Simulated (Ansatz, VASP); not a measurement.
CdF2: VASP beside Ansatz

```xyz
3
Lattice="0.0000 2.6956 2.6956 2.6956 0.0000 2.6956 2.6956 2.6956 0.0000" Properties=species:S:1:pos:R:3 pbc="T T T"
Cd    0.0000    0.0000    0.0000
F     1.3478    1.3478    1.3478
F     4.0434    4.0434    4.0434
```

Alike in both runs: functional r2SCAN; k mesh 10 × 10 × 10; occupations fermi-dirac, width 0.02 eV; no spin polarisation.

Ansatz relaxed the structure, and its values are those at the end. VASP's run is a single point on that final structure, the one shown.

```csv
,VASP,Ansatz
version,VASP 6.6.1,Ansatz 0.2.0
potentials or method,"VASP PAW PBE potentials, release 64 (Cd, F), cutoff 520 eV",PAW plane waves
valence electrons in the cell,26,34
```

```tsv
	VASP	Ansatz	Ansatz less VASP
gap on the k mesh at the Fermi level (eV)	3.75	3.79	+0.040
pressure (GPa)	0.8	0.0	-0.80
```

VASP's potentials were made for PBE, not for r2SCAN. VASP's potentials hold 26 valence electrons a cell and Ansatz's 34, so a difference there can come from the potentials and not from the codes. Ansatz's warnings: stress scf threshold loose.
